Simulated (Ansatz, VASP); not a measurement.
## Zr2Al3N: VASP beside Ansatz

```xyz
6
Lattice="2.5785 1.4887 4.1326 -2.5785 1.4887 4.1326 0.0000 -2.9773 4.1326" Properties=species:S:1:pos:R:3 pbc="T T T"
Zr    0.0000    0.0000    7.7459
Zr    0.0000    0.0000    4.6518
Al   -1.2892    0.7443    2.0663
Al    1.2892    0.7443    2.0663
Al    0.0000   -1.4887    2.0663
N     0.0000    0.0000    0.0000
```

Change from the starting cell: species swapped into the Li2GaCu3 type (R-3m, No. 166).

Alike in both runs: task single point; functional PBE; k mesh 6 × 6 × 6; occupations gaussian, width 0.1 eV; no spin polarisation.

|  | VASP | Ansatz |
| --- | --- | --- |
| version | VASP 6.6.1 | Ansatz 0.2.0 |
| potentials or method | VASP PAW PBE potentials, release 64 (Zr_sv, Al, N), cutoff 520 eV | scalar-relativistic, plane waves, PAW |
| valence electrons in the cell | 38 | 38 |

```tsv
	VASP	Ansatz	Ansatz less VASP
gap on the k mesh at the Fermi level (eV)	none	none	-
pressure (GPa)	1.1	1.1	-0.01
traceless stress, the component that is largest in VASP (GPa)	-8.37	-8.38	-0.014
rms of the force components (eV/Å)	0.127	0.127	0.0000
```

Atom by atom the forces differ by 0.000 eV/Å (rms over components). A gap of «none» marks a metal or a gap that the smearing closes. With one functional, cell and mesh, what is left measures potentials, basis and numerics.
